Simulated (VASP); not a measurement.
# Li2O (Fm-3m) in VASP: a series of runs, part 2 of 2

VASP 6.6.1. Earlier steps stand in the parts before.

## (5) Single point, PBE (strained)

Contents of INCAR:

```
PREC = Accurate ; ENCUT = 750
EDIFF = 1E-6 ; ISMEAR = 0
SIGMA = 0.02 ; LREAL = F
LASPH = T ; NELM = 120
ALGO = Normal ; ISIF = 2
LWAVE = F ; LCHARG = T
GGA = PE ; LELF = T
LVHAR = T ; NBANDS = 13
GGA_COMPAT = F
```

Contents of KPOINTS:

```
Automatic mesh
0
Gamma
  8 8 8
```

Contents of POSCAR:

```
Li2O
1.0
    0.0000000000      2.2834719350      2.2834719350
    2.2834719350      0.0000000000      2.2834719350
    2.2834719350      2.2834719350      0.0000000000
Li O
2 1
Direct
    0.2500000000      0.2500000000      0.2500000000
    0.7500000000      0.7500000000      0.7500000000
    0.0000000000      0.0000000000      0.0000000000
```

Potentials or basis: VASP PAW PBE potentials, release 64 (Li_sv, O).

On the command line:

```bash
cat potpaw_PBE.64/Li_sv/POTCAR potpaw_PBE.64/O/POTCAR > POTCAR
mpirun -np 1 vasp_std > vasp.out
```

OUTCAR:

```text
PREC = Accurate
   ENCUT = 750
   EDIFF = 1E-6
   ISMEAR = 0
   LREAL = F
   LASPH = T
   NELM = 120
   ISIF = 2
   GGA = PE

 ion  position               nearest neighbor table
   1  0.250  0.250  0.250-   3 1.98   3 1.98   3 1.98   3 1.98   2 2.28   2 2.28   2 2.28   2 2.28
                             2 2.28   2 2.28
   2  0.750  0.750  0.750-   3 1.98   3 1.98   3 1.98   3 1.98   1 2.28   1 2.28   1 2.28   1 2.28
                             1 2.28   1 2.28
   3  0.000  0.000  0.000-   1 1.98   2 1.98   2 1.98   2 1.98   2 1.98   1 1.98   1 1.98   1 1.98

  LATTYP: Found a face centered cubic cell.
 ALAT       =     4.5669438700

  Lattice vectors:

 A1 = (   0.0000000000,   2.2834719350,   2.2834719350)
 A2 = (   2.2834719350,   0.0000000000,   2.2834719350)
 A3 = (   2.2834719350,   2.2834719350,   0.0000000000)

Analysis of symmetry for initial positions (statically):
=====================================================================
 Subroutine PRICEL returns:
 Original cell was already a primitive cell.

 Routine SETGRP: Setting up the symmetry group for a
 face centered cubic supercell.

 Subroutine GETGRP returns: Found 48 space group operations
 (whereof 48 operations were pure point group operations)
 out of a pool of 48 trial point group operations.

The static configuration has the point symmetry O_h .

Analysis of symmetry for dynamics (positions and initial velocities):
=====================================================================
 Subroutine PRICEL returns:
 Original cell was already a primitive cell.

 Routine SETGRP: Setting up the symmetry group for a
 face centered cubic supercell.

 Subroutine GETGRP returns: Found 48 space group operations
 (whereof 48 operations were pure point group operations)
 out of a pool of 48 trial point group operations.

The dynamic configuration has the point symmetry O_h .

 Subroutine INISYM returns: Found 48 space group operations
 (whereof 48 operations are pure point group operations),
 and found     1 'primitive' translations

----------------------------------------------------------------------------------------

                                     Primitive cell

  volume of cell :      23.8132

  direct lattice vectors                    reciprocal lattice vectors
     0.000000000  2.283471935  2.283471935    -0.218964811  0.218964811  0.218964811
     2.283471935  0.000000000  2.283471935     0.218964811 -0.218964811  0.218964811
     2.283471935  2.283471935  0.000000000     0.218964811  0.218964811 -0.218964811

  length of vectors
     3.229316980  3.229316980  3.229316980     0.379258177  0.379258177  0.379258177

  position of ions in fractional coordinates (direct lattice)
     0.250000000  0.250000000  0.250000000
     0.750000000  0.750000000  0.750000000
     0.000000000  0.000000000  0.000000000

  ion indices of the primitive-cell ions
   primitive index   ion index
                 1           1
                 2           2
                 3           3

----------------------------------------------------------------------------------------

 KPOINTS: Automatic mesh

Automatic generation of k-mesh.
 Grid dimensions read from file:
 generate k-points for:    8    8    8

[... 46 lines left out ...]
   number of dos      NEDOS =    301   number of ions     NIONS =      3
   total plane-waves  NPLWV =  27000
   dimension x,y,z NGX =    30 NGY =   30 NGZ =   30
   dimension x,y,z NGXF=    60 NGYF=   60 NGZF=   60
   ions per type =               2   1
   NGX,Y,Z   is equivalent  to a cutoff of  15.44, 15.44, 15.44 a.u.
   NGXF,Y,Z  is equivalent  to a cutoff of  30.89, 30.89, 30.89 a.u.
 SYSTEM =  unknown system
   PREC   = accura    normal or accurate (medium, high low for compatibility)
   ISTART =      0    job   : 0-new  1-cont  2-samecut
   ICHARG =      2    charge: 1-file 2-atom 10-const
   ISPIN  =      1    spin polarized calculation?
   LNONCOLLINEAR =      F non collinear calculations
   LSORBIT =      F    spin-orbit coupling
   LASPH  =      T    aspherical Exc in radial PAW
   ENCUT  =  750.0 eV  55.12 Ry    7.42 a.u.   7.21  7.21  7.21*2*pi/ulx,y,z
   NELM   =    120;   NELMIN=  2; NELMDL= -5     # of ELM steps
   EDIFF  = 0.1E-05   stopping-criterion for ELM
   LREAL  =      F    real-space projection
   EDIFFG = 0.1E-04   stopping-criterion for IOM
   NSW    =      0    number of steps for IOM
   IBRION =     -1    ionic relax: 0-MD 1-quasi-New 2-CG
   NFREE  =      0    steps in history (QN), initial steepest desc. (CG)
   ISIF   =      2    stress and relaxation
   ISYM   =      2    0-nonsym 1-usesym 2-fastsym
   POTIM  = 0.5000    time-step for ionic-motion
   TEBEG  =    0.0;   TEEND  =   0.0 temperature during run
   PSTRESS=    0.0 pullay stress
   NELECT =      12.0000    total number of electrons
   NUPDOWN=      -1.0000    fix difference up-down
   EMIN   =  10.00;   EMAX   =-10.00  energy-range for DOS
   EFERMI =   0.00;   METHOD = LEGACY
   ISMEAR =     0;   SIGMA  =   0.02  broadening in eV -4-tet -1-fermi 0-gaus
   EFERMI_NEDOS =   21; number of points for ismear=-14 and -15
   IALGO  =     38    algorithm
   IMIX   =      4    mixing-type and parameters
     AMIX     =   0.40;   BMIX     =  1.00
     AMIX_MAG =   1.60;   BMIX_MAG =  1.00
  volume/ion in A,a.u.               =       7.94        53.57
  Fermi-wavevector in a.u.,A,eV,Ry     =   1.302755  2.461851 23.091424  1.697172
  Thomas-Fermi vector in A             =   2.433803
   LORBIT       =      0    0 simple, 1 ext, 2 COOP (PROOUT), +10 PAW based schemes
   GGA     = PE    functional components
   LHFCALC =     F    Hartree Fock is set to
   AEXX    =    0.0000 exact exchange contribution
   IVDW    =     0    specifies the selected vdW correction
   LEPSILON=     F    determine dielectric tensor
   LRPA    =     F    only Hartree local field effects (RPA)
 non-spin polarized calculation
 Gauss-broadening in eV      SIGMA  =   0.02
  energy-cutoff  :      750.00
  volume of cell :       23.81
 maximum number of plane-waves:      1124
 NGX is ok and might be reduce to    30
   NGX = 15   NGY = 15   NGZ = 15

 number of electron      12.0000003 magnetization

 Free energy of the ion-electron system (eV)
  ---------------------------------------------------
  ext. energy  EPLUGINS =         0.00000000
  ---------------------------------------------------
  free energy    TOTEN  =       -14.34615906 eV

  energy without entropy =      -14.34615906  energy(sigma->0) =      -14.34615906

 E-fermi :   1.6224     XC(G=0):  -9.8977

 val. band max:        1.5184101543   @ k =   0.0000   0.0000   0.0000
 cond. band min:       6.5634351413   @ k =   0.5000   0.5000   0.0000
 fundamental gap:      5.0450249869
 Fermi energy:         1.6223759385

 k-point     1 :       0.0000    0.0000    0.0000
  band No.  band energies     occupation
      1     -41.4010      2.00000
      2     -41.0335      2.00000
      3     -13.9864      2.00000
      4       1.5184      2.00000
      5       1.5184      2.00000
      6       1.5184      2.00000
      7       7.0449      0.00000
      8      13.6555      0.00000
      9      13.6555      0.00000
     10      13.6555      0.00000
     11      20.8849      0.00000
     12      20.8849      0.00000
     13      20.8849      0.00000
[... 354 lines left out ...]
  band No.  band energies     occupation
      1     -41.1997      2.00000
      2     -41.1990      2.00000
      3     -13.7270      2.00000
      4      -1.0183      2.00000
      5       0.4829      2.00000
      6       0.6787      2.00000
      7       9.6278      0.00000
      8      12.0814      0.00000
      9      14.8591      0.00000
     10      15.2595      0.00000
     11      19.4448      0.00000
     12      19.7965      0.00000
     13      25.0448      0.00000

 [... further k-points ...]

------------------------ aborting loop because EDIFF is reached ----------------------------------------

  FORCE on cell =-STRESS in cart. coord.  units (eV):
  Direction    XX          YY          ZZ          XY          YZ          ZX
  --------------------------------------------------------------------------------------
  -------------------------------------------------------------------------------------
  Total        0.4483798      0.4483798      0.4483798      0.0000000      0.0000000      0.0000000
  in kB       30.1675185     30.1675185     30.1675185      0.0000000      0.0000000      0.0000000
  external PRESSURE =      30.1675185 kB  Pullay stress =       0.0000000 kB

 VOLUME and BASIS-vectors are now :
 -----------------------------------------------------------------------------
  energy-cutoff  :      750.00
  volume of cell :       23.81
      direct lattice vectors                 reciprocal lattice vectors
     0.000000000  2.283471935  2.283471935    -0.218964811  0.218964811  0.218964811
     2.283471935  0.000000000  2.283471935     0.218964811 -0.218964811  0.218964811
     2.283471935  2.283471935  0.000000000     0.218964811  0.218964811 -0.218964811

 POSITION                                       TOTAL-FORCE (eV/Angst)
 -----------------------------------------------------------------------------------
      1.14174      1.14174      1.14174        -0.000000      0.000000     -0.000000
      3.42521      3.42521      3.42521         0.000000     -0.000000      0.000000
      0.00000      0.00000      0.00000         0.000000     -0.000000      0.000000
 -----------------------------------------------------------------------------------
    total drift:                                0.000000     -0.000000      0.000000

  FREE ENERGIE OF THE ION-ELECTRON SYSTEM (eV)
  ---------------------------------------------------
  free  energy   TOTEN  =       -14.3461590631 eV

  energy  without entropy=      -14.3461590631  energy(sigma->0) =      -14.34615906
```

OSZICAR:

```text
N       E                     dE             d eps       ncg     rms          rms(c)
DAV:   1     0.587763081480E+02    0.58776E+02   -0.72578E+03   754   0.129E+03
DAV:   2    -0.100861856874E+02   -0.68862E+02   -0.65521E+02   917   0.267E+02
DAV:   3    -0.160729235459E+02   -0.59867E+01   -0.59324E+01  1379   0.572E+01
DAV:   4    -0.161270854914E+02   -0.54162E-01   -0.54150E-01   899   0.663E+00
DAV:   5    -0.161276106910E+02   -0.52520E-03   -0.52520E-03  1061   0.435E-01    0.750E+00
DAV:   6    -0.143752160000E+02    0.17524E+01   -0.82012E+00   819   0.153E+01    0.278E+00
DAV:   7    -0.143477096113E+02    0.27506E-01   -0.17328E-01   942   0.298E+00    0.151E+00
DAV:   8    -0.143478080731E+02   -0.98462E-04   -0.66794E-02   927   0.255E+00    0.438E-01
DAV:   9    -0.143457951666E+02    0.20129E-02   -0.60631E-03   942   0.649E-01    0.131E-01
DAV:  10    -0.143461791182E+02   -0.38395E-03   -0.85375E-04   879   0.225E-01    0.520E-02
DAV:  11    -0.143461574448E+02    0.21673E-04   -0.42511E-05  1008   0.702E-02    0.130E-02
DAV:  12    -0.143461594297E+02   -0.19849E-05   -0.56514E-06   913   0.238E-02    0.642E-03
DAV:  13    -0.143461590631E+02    0.36662E-06   -0.23743E-06   959   0.135E-02
   1 F= -.14346159E+02 E0= -.14346159E+02  d E =-.121523E-15
```

stdout:

```text
POSCAR found type information on POSCAR LiO
 POSCAR found :  2 types and       3 ions
 scaLAPACK will be used
 LDA part: xc-table for (Slater+PW92), standard interpolation
 POSCAR, INCAR and KPOINTS ok, starting setup
 FFT: planning ... GRIDC
 FFT: planning ... GRID_SOFT
 FFT: planning ... GRID
 WAVECAR not read
 entering main loop
```

Wall time 30 s (1 thread of Intel Xeon 8259CL, shared host); peak memory 0.16 GiB.

Results:

| Item | Value |
| --- | --- |
| Free energy | -14.3462 eV |
| Pressure | 3.0 GPa |
| Band gap on the k mesh | 5.04 eV (least direct gap 5.53 eV) |

Levels at points of the mesh, in eV from the valence-band top:
| k point | band 2 | band 3 | band 4 | band 5 | band 6 | band 7 | band 8 | band 9 | band 10 | band 11 |
| --- | --- | --- | --- | --- | --- | --- | --- | --- | --- | --- |
| (0.00, 0.00, 0.00) | -42.55 | -15.50 | 0.00 | 0.00 | 0.00 | 5.53 | 12.14 | 12.14 | 12.14 | 19.37 |
| (0.50, 0.00, 0.00) | -42.72 | -15.27 | -2.85 | -0.46 | -0.46 | 9.44 | 10.16 | 12.26 | 12.26 | 18.24 |
| (0.50, 0.50, 0.00) | -42.65 | -15.23 | -1.63 | -1.44 | -1.44 | 5.04 | 13.87 | 13.87 | 15.17 | 16.14 |

Caveat: the cell differs from its parent crystal (strained); the cell stands under pressure. A k mesh can miss the band edges.

## (6) Single point, PBE (strained)

Contents of INCAR:

```
PREC = Accurate ; ENCUT = 750
EDIFF = 1E-6 ; ISMEAR = 0
SIGMA = 0.02 ; LREAL = F
LASPH = T ; NELM = 120
ALGO = Normal ; ISIF = 2
LWAVE = F ; LCHARG = F
GGA = PE ; NBANDS = 13
GGA_COMPAT = F
```

Contents of KPOINTS:

```
regular mesh
0
Gamma
  8 8 8
```

Contents of POSCAR:

```
Li2O
1.0
    0.0000000000      2.2996384350      2.2996384350
    2.2996384350      0.0000000000      2.2996384350
    2.2996384350      2.2996384350      0.0000000000
Li O
2 1
Direct
    0.2500000000      0.2500000000      0.2500000000
    0.7500000000      0.7500000000      0.7500000000
    0.0000000000      0.0000000000      0.0000000000
```

Potentials or basis: VASP PAW PBE potentials, release 64 (Li_sv, O).

On the command line:

```bash
cat potpaw_PBE.64/Li_sv/POTCAR potpaw_PBE.64/O/POTCAR > POTCAR
mpirun -np 1 vasp_std > vasp.out
```

Wall time 30 s (1 thread of Intel Xeon 8259CL, shared host); peak memory 0.16 GiB.

The run converged. Its results:

```
Free energy            : -14.3541 eV
Pressure               : 1.1 GPa
Band gap on the k mesh : 5.00 eV (least direct gap 5.36 eV)
```

Levels at points of the mesh, in eV from the valence-band top:
| k point | band 4 | band 5 | band 6 | band 7 | band 8 | band 9 |
| --- | --- | --- | --- | --- | --- | --- |
| (0.00, 0.00, 0.00) | 0.00 | 0.00 | 0.00 | 5.36 | 12.01 | 12.01 |
| (0.50, 0.00, 0.00) | -2.80 | -0.45 | -0.45 | 9.30 | 9.94 | 12.14 |
| (0.50, 0.50, 0.00) | -1.61 | -1.40 | -1.40 | 5.00 | 13.66 | 13.66 |

Caveat: the cell differs from its parent crystal (strained). A k mesh can miss the band edges.

## (7) Summary

| cell | gap on the mesh (eV) | pressure (GPa) |
| --- | --- | --- |
| a = 3.177 Å, angles 60.0°, 3 atoms | 5.14 | 8.0 |
| a = 3.211 Å, angles 60.0°, 3 atoms | 5.08 | 4.7 |
| a = 3.266 Å, angles 60.0°, 3 atoms | 4.98 | 0.0 |
| a = 3.229 Å, angles 60.0°, 3 atoms | 5.04 | 3.0 |
| a = 3.252 Å, angles 60.0°, 3 atoms | 5.00 | 1.1 |

Alike in all rows: task single point; level PBE; potentials or basis VASP PAW PBE potentials, release 64 (Li_sv, O); no spin polarisation; k mesh 8 × 8 × 8; cutoff (eV) 750; smearing gaussian 0.02 eV.

Caveats: the cell stands under pressure (at least some runs).

Total energies depend on the potentials used, so only differences within one code and one set of settings carry meaning.
